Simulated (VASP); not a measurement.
# Sr2Li3Mo (P-3m1) in VASP: notebook

Runs on Sr2Li3Mo. Level: PBE. Tasks: single point, relaxation of cell and atoms.

Program: VASP 6.6.1. These are calculated values, not measurements. Logs are shortened: lines on timing, memory, paths and dates and some standing lists are left out, and cuts for length are marked.

**1. The cell of the first run**

The structure is trigonal, space group P-3m1 (No. 164). The conventional cell has a = 5.033 Å, b = 5.033 Å, c = 11.643 Å, α = 90.00°, β = 90.00°, γ = 120.00°. Li (site symmetry 3m) has 1 Mo at 2.84 Å and 1 Li at 2.98 Å and 3 Sr at 3.28 Å within 3.7 Å. Li (site symmetry -3m) has 2 Li at 2.98 Å within 3.9 Å. Within 4.2 Å of Sr (site symmetry 3m) lie 3 Mo at 3.19 Å and 3 Li at 3.28 Å and 3 Sr at 3.91 Å. Within 3.7 Å of Mo (site symmetry -3m) lie 2 Li at 2.84 Å and 6 Sr at 3.19 Å.

The cell was built from a structure type or drawn by symmetry, and may not be a known phase.

**2. Single point, PBE**

INCAR reads:

```
PREC = Accurate
ENCUT = 520
EDIFF = 1E-7
ISMEAR = 0
SIGMA = 0.1
LREAL = False
LASPH = True
NELM = 80
ALGO = Normal
ISIF = 2
LWAVE = False
LCHARG = False
GGA = PE
NBANDS = 30
```

KPOINTS reads:

```
Automatic mesh
0
Gamma
  6 6 2
```

POSCAR reads:

```
Sr2Li3Mo
1.0
    5.0325786348      0.0000000034      0.0000000000
   -2.5162893203      4.3583409425      0.0000000000
    0.0000000000      0.0000000000     11.6427676969
Li Sr Mo
3 2 1
Direct
    0.0000000000      0.0000000000      0.2561024717
    0.0000000000      0.0000000000      0.7438975283
    0.0000000000      0.0000000000      0.0000000000
    0.3333333333      0.6666666667      0.6124229223
    0.6666666667      0.3333333333      0.3875770777
    0.0000000000      0.0000000000      0.5000000000
```

Potentials or basis: VASP PAW PBE potentials, release 64 (Li_sv, Sr_sv, Mo_sv).

Launch:

```sh
> cat potpaw_PBE.64/Li_sv/POTCAR potpaw_PBE.64/Sr_sv/POTCAR potpaw_PBE.64/Mo_sv/POTCAR > POTCAR
> mpirun -np 1 vasp_std > vasp.out
```

OUTCAR:

```text
PREC = Accurate
   ENCUT = 520
   EDIFF = 1E-7
   ISMEAR = 0
   LREAL = False
   LASPH = True
   NELM = 80
   ISIF = 2
   GGA = PE

 ion  position               nearest neighbor table
   1  0.000  0.000  0.256-   6 2.84   5 3.28   5 3.28   5 3.28
   2  0.000  0.000  0.744-   6 2.84   4 3.28   4 3.28   4 3.28
   3  0.000  0.000  0.000-
   4  0.333  0.667  0.612-   6 3.19   6 3.19   6 3.19   2 3.28   2 3.28   2 3.28   5 3.91   5 3.91
                             5 3.91
   5  0.667  0.333  0.388-   6 3.19   6 3.19   6 3.19   1 3.28   1 3.28   1 3.28   4 3.91   4 3.91
                             4 3.91
   6  0.000  0.000  0.500-   1 2.84   2 2.84   4 3.19   5 3.19   4 3.19   5 3.19   5 3.19   4 3.19

  LATTYP: Found a hexagonal cell.
 ALAT       =     5.0325786348
 C/A-ratio  =     2.3134795384

  Lattice vectors:

 A1 = (   5.0325786348,   0.0000000034,   0.0000000000)
 A2 = (  -2.5162893203,   4.3583409425,   0.0000000000)
 A3 = (   0.0000000000,   0.0000000000,  11.6427676969)

Analysis of symmetry for initial positions (statically):
=====================================================================
 Subroutine PRICEL returns:
 Original cell was already a primitive cell.

 Routine SETGRP: Setting up the symmetry group for a
 hexagonal supercell.

 Subroutine GETGRP returns: Found 12 space group operations
 (whereof 12 operations were pure point group operations)
 out of a pool of 24 trial point group operations.

The static configuration has the point symmetry D_3d.

Analysis of symmetry for dynamics (positions and initial velocities):
=====================================================================
 Subroutine PRICEL returns:
 Original cell was already a primitive cell.

 Routine SETGRP: Setting up the symmetry group for a
 hexagonal supercell.

 Subroutine GETGRP returns: Found 12 space group operations
 (whereof 12 operations were pure point group operations)
 out of a pool of 24 trial point group operations.

The dynamic configuration has the point symmetry D_3d.

 Subroutine INISYM returns: Found 12 space group operations
 (whereof 12 operations are pure point group operations),
 and found     1 'primitive' translations

----------------------------------------------------------------------------------------

                                     Primitive cell

  volume of cell :     255.3689

  direct lattice vectors                    reciprocal lattice vectors
     5.032578635  0.000000003  0.000000000     0.198705291  0.114722553  0.000000000
    -2.516289320  4.358340942  0.000000000    -0.000000000  0.229445106  0.000000000
     0.000000000  0.000000000 11.642767697     0.000000000  0.000000000  0.085890230

  length of vectors
     5.032578635  5.032578635 11.642767697     0.229445106  0.229445106  0.085890230

  position of ions in fractional coordinates (direct lattice)
     0.000000000  0.000000000  0.256102472
     0.000000000  0.000000000  0.743897528
     0.000000000  0.000000000  0.000000000
     0.333333333  0.666666667  0.612422922
     0.666666667  0.333333333  0.387577078
     0.000000000  0.000000000  0.500000000

  ion indices of the primitive-cell ions
   primitive index   ion index
                 1           1
                 2           2
                 3           3
                 4           4
                 5           5
                 6           6

----------------------------------------------------------------------------------------

 KPOINTS: Automatic mesh

Automatic generation of k-mesh.
 Grid dimensions read from file:
 generate k-points for:    6    6    2

 Generating k-lattice:

  Cartesian coordinates                     Fractional coordinates (reciprocal lattice)
     0.033117548  0.019120426  0.000000000     0.166666667 -0.000000000  0.000000000
    -0.000000000  0.038240851  0.000000000     0.000000000  0.166666667  0.000000000
     0.000000000  0.000000000  0.042945115     0.000000000  0.000000000  0.500000000

  Length of vectors
     0.038240851  0.038240851  0.042945115

  Shift w.r.t. Gamma in fractional coordinates (k-lattice)
     0.000000000  0.000000000  0.000000000

 Subroutine IBZKPT returns following result:
 ===========================================

 Found     14 irreducible k-points:

 Following reciprocal coordinates:
            Coordinates               Weight
  0.000000  0.000000  0.000000      1.000000
  0.166667  0.000000  0.000000      6.000000
  0.333333  0.000000  0.000000      6.000000
  0.500000  0.000000  0.000000      3.000000
  0.166667  0.166667  0.000000      6.000000
  0.333333  0.166667  0.000000     12.000000
  0.333333  0.333333  0.000000      2.000000
  0.000000  0.000000  0.500000      1.000000
  0.166667  0.000000  0.500000      6.000000
  0.333333  0.000000  0.500000      6.000000
  0.500000  0.000000  0.500000      3.000000
  0.166667  0.166667  0.500000      6.000000
  0.333333  0.166667  0.500000     12.000000
  0.333333  0.333333  0.500000      2.000000
   k-points           NKPTS =     14   k-points in BZ     NKDIM =     14   number of bands    NBANDS=     30
   number of dos      NEDOS =    301   number of ions     NIONS =      6
   total plane-waves  NPLWV = 144000
   dimension x,y,z NGX =    40 NGY =   40 NGZ =   90
   dimension x,y,z NGXF=    80 NGYF=   80 NGZF=  180
   ions per type =               3   2   1
   NGX,Y,Z   is equivalent  to a cutoff of  13.21, 13.21, 12.85 a.u.
   NGXF,Y,Z  is equivalent  to a cutoff of  26.43, 26.43, 25.70 a.u.
 SYSTEM =  unknown system
   PREC   = accura    normal or accurate (medium, high low for compatibility)
   ISTART =      0    job   : 0-new  1-cont  2-samecut
   ICHARG =      2    charge: 1-file 2-atom 10-const
   ISPIN  =      1    spin polarized calculation?
   LNONCOLLINEAR =      F non collinear calculations
   LSORBIT =      F    spin-orbit coupling
   LASPH  =      T    aspherical Exc in radial PAW
   ENCUT  =  520.0 eV  38.22 Ry    6.18 a.u.   9.36  9.36 21.65*2*pi/ulx,y,z
   NELM   =     80;   NELMIN=  2; NELMDL= -5     # of ELM steps
   EDIFF  = 0.1E-06   stopping-criterion for ELM
   LREAL  =      F    real-space projection
   EDIFFG = 0.1E-05   stopping-criterion for IOM
   NSW    =      0    number of steps for IOM
   IBRION =     -1    ionic relax: 0-MD 1-quasi-New 2-CG
   NFREE  =      0    steps in history (QN), initial steepest desc. (CG)
   ISIF   =      2    stress and relaxation
   ISYM   =      2    0-nonsym 1-usesym 2-fastsym
   POTIM  = 0.5000    time-step for ionic-motion
   TEBEG  =    0.0;   TEEND  =   0.0 temperature during run
   PSTRESS=    0.0 pullay stress
   NELECT =      43.0000    total number of electrons
   NUPDOWN=      -1.0000    fix difference up-down
   EMIN   =  10.00;   EMAX   =-10.00  energy-range for DOS
   EFERMI =   0.00;   METHOD = LEGACY
   ISMEAR =     0;   SIGMA  =   0.10  broadening in eV -4-tet -1-fermi 0-gaus
   EFERMI_NEDOS =   21; number of points for ismear=-14 and -15
   IALGO  =     38    algorithm
   IMIX   =      4    mixing-type and parameters
     AMIX     =   0.40;   BMIX     =  1.00
     AMIX_MAG =   1.60;   BMIX_MAG =  1.00
  volume/ion in A,a.u.               =      42.56       287.22
  Fermi-wavevector in a.u.,A,eV,Ry     =   0.904014  1.708338 11.119234  0.817241
  Thomas-Fermi vector in A             =   2.027409
   LORBIT       =      0    0 simple, 1 ext, 2 COOP (PROOUT), +10 PAW based schemes
   GGA     = PE    functional components
   LHFCALC =     F    Hartree Fock is set to
   AEXX    =    0.0000 exact exchange contribution
   IVDW    =     0    specifies the selected vdW correction
   LEPSILON=     F    determine dielectric tensor
   LRPA    =     F    only Hartree local field effects (RPA)
 non-spin polarized calculation
 Gauss-broadening in eV      SIGMA  =   0.10
  energy-cutoff  :      520.00
  volume of cell :      255.37
 maximum number of plane-waves:      6912
 NGX is ok and might be reduce to    40
   NGX = 19   NGY = 19   NGZ = 43

 number of electron      42.9999993 magnetization

 Free energy of the ion-electron system (eV)
  ---------------------------------------------------
  ext. energy  EPLUGINS =         0.00000000
  ---------------------------------------------------
  free energy    TOTEN  =       -13.62667955 eV

  energy without entropy =      -13.53109479  energy(sigma->0) =      -13.57888717

 E-fermi :   0.3931     XC(G=0):  -6.5802

 val. band max:        0.3925756156   @ k =   0.1667   0.1667   0.0000
 cond. band min:       0.4047820138   @ k =   0.3333   0.1667   0.5000
 fundamental gap:      0.0122063982
 Fermi energy:         0.3930544119

 k-point     1 :       0.0000    0.0000    0.0000
  band No.  band energies     occupation
      1     -59.4489      2.00000
      2     -47.8801      2.00000
      3     -46.6848      2.00000
      4     -46.6848      2.00000
      5     -34.8142      2.00000
      6     -34.7958      2.00000
[... 22 lines left out ...]
     29       3.9226      0.00000
     30       3.9776      0.00000

 k-point     2 :       0.1667    0.0000    0.0000
  band No.  band energies     occupation
      1     -59.4489      2.00000
      2     -47.8801      2.00000
      3     -46.6849      2.00000
      4     -46.6848      2.00000
      5     -34.8152      2.00000
      6     -34.7960      2.00000
[... 22 lines left out ...]
     29       3.4350      0.00000
     30       3.4531      0.00000

 k-point     3 :       0.3333    0.0000    0.0000
  band No.  band energies     occupation
      1     -59.4489      2.00000
      2     -47.8801      2.00000
      3     -46.6849      2.00000
      4     -46.6848      2.00000
      5     -34.8166      2.00000
      6     -34.7972      2.00000
[... 22 lines left out ...]
     29       2.8443      0.00000
     30       3.4471      0.00000

 k-point     4 :       0.5000    0.0000    0.0000
  band No.  band energies     occupation
      1     -59.4489      2.00000
      2     -47.8801      2.00000
      3     -46.6848      2.00000
      4     -46.6848      2.00000
      5     -34.8169      2.00000
      6     -34.7982      2.00000
[... 22 lines left out ...]
     29       3.0128      0.00000
     30       3.4628      0.00000

 k-point     5 :       0.1667    0.1667    0.0000
  band No.  band energies     occupation
      1     -59.4489      2.00000
      2     -47.8801      2.00000
      3     -46.6848      2.00000
      4     -46.6848      2.00000
      5     -34.8158      2.00000
      6     -34.7973      2.00000
[... 22 lines left out ...]
     29       3.0316      0.00000
     30       3.1306      0.00000
[... 196 lines left out ...]
     29       3.0729      0.00000
     30       3.1668      0.00000

 k-point    12 :       0.1667    0.1667    0.5000
  band No.  band energies     occupation
      1     -59.4489      2.00000
      2     -47.8801      2.00000
      3     -46.6848      2.00000
      4     -46.6848      2.00000
      5     -34.8158      2.00000
      6     -34.7973      2.00000
[... 22 lines left out ...]
     29       3.0106      0.00000
     30       3.0820      0.00000

 k-point    13 :       0.3333    0.1667    0.5000
  band No.  band energies     occupation
      1     -59.4489      2.00000
      2     -47.8801      2.00000
      3     -46.6848      2.00000
      4     -46.6848      2.00000
      5     -34.8147      2.00000
      6     -34.8004      2.00000
[... 22 lines left out ...]
     29       2.5282      0.00000
     30       2.6631      0.00000

 k-point    14 :       0.3333    0.3333    0.5000
  band No.  band energies     occupation
      1     -59.4489      2.00000
      2     -47.8801      2.00000
      3     -46.6848      2.00000
      4     -46.6848      2.00000
      5     -34.8079      2.00000
      6     -34.8079      2.00000
[... 22 lines left out ...]
     29       2.3566      0.00000
     30       2.3566      0.00000

------------------------ aborting loop because EDIFF is reached ----------------------------------------

  FORCE on cell =-STRESS in cart. coord.  units (eV):
  Direction    XX          YY          ZZ          XY          YZ          ZX
  --------------------------------------------------------------------------------------
  -------------------------------------------------------------------------------------
  Total       -0.0567651     -0.0567651      0.0985809     -0.0000000      0.0000000      0.0000000
  in kB       -0.3561429     -0.3561429      0.6184938     -0.0000000      0.0000000      0.0000000
  external PRESSURE =      -0.0312640 kB  Pullay stress =       0.0000000 kB

 VOLUME and BASIS-vectors are now :
 -----------------------------------------------------------------------------
  energy-cutoff  :      520.00
  volume of cell :      255.37
      direct lattice vectors                 reciprocal lattice vectors
     5.032578635  0.000000003  0.000000000     0.198705291  0.114722553  0.000000000
    -2.516289320  4.358340942  0.000000000    -0.000000000  0.229445106  0.000000000
     0.000000000  0.000000000 11.642767697     0.000000000  0.000000000  0.085890230

 POSITION                                       TOTAL-FORCE (eV/Angst)
 -----------------------------------------------------------------------------------
      0.00000      0.00000      2.98174         0.000000     -0.000000      0.006421
      0.00000      0.00000      8.66103        -0.000000      0.000000     -0.006421
      0.00000      0.00000      0.00000         0.000000      0.000000      0.000000
     -0.00000      2.90556      7.13030        -0.000000      0.000000      0.035410
      2.51629      1.45278      4.51247         0.000000     -0.000000     -0.035410
      0.00000      0.00000      5.82138         0.000000      0.000000      0.000000
 -----------------------------------------------------------------------------------
    total drift:                                0.000000     -0.000000      0.000000

  FREE ENERGIE OF THE ION-ELECTRON SYSTEM (eV)
  ---------------------------------------------------
  free  energy   TOTEN  =       -13.6266795469 eV

  energy  without entropy=      -13.5310947943  energy(sigma->0) =      -13.57888717
```

It took 2 min on 1 thread of Intel Xeon 6975P-C (Granite Rapids), shared host; peak memory 0.42 GiB.

Results:

```
Free energy            : -13.6267 eV
Largest force          : 0.035 eV/Å
Band gap on the k mesh : zero (an odd number of electrons rules out a gap without spin polarisation)
```

Forces in eV/Å, atoms in the order of the input:
```
Li   0.000  0.000  0.006
Li   0.000  0.000 -0.006
Li   0.000  0.000  0.000
Sr   0.000  0.000  0.035
Sr   0.000  0.000 -0.035
Mo   0.000  0.000  0.000
```

Levels at points of the mesh, in eV from the Fermi level:
```
           k point  band 17  band 18  band 19  band 20  band 21  band 22  band 23  band 24  band 25  band 26
(0.00, 0.00, 0.00)    -1.46    -1.34    -0.45    -0.45    -0.30    -0.07    -0.07     0.35     1.70     1.70
(0.50, 0.00, 0.00)    -0.78    -0.76    -0.66    -0.12     0.03     0.04     0.17     0.21     0.87     1.30
(0.00, 0.00, 0.50)    -1.85    -0.47    -0.46    -0.46    -0.46    -0.12    -0.07    -0.07     1.71     1.71
(0.50, 0.00, 0.50)    -0.79    -0.72    -0.68    -0.23    -0.06     0.03     0.21     0.50     0.87     0.96
```

Caveat: the cutoff is under 1.25 times the usual one of these potentials, so pressure, stress and relaxed cells hold a basis-set (Pulay) error.

(Continued in part 2 of 2.)
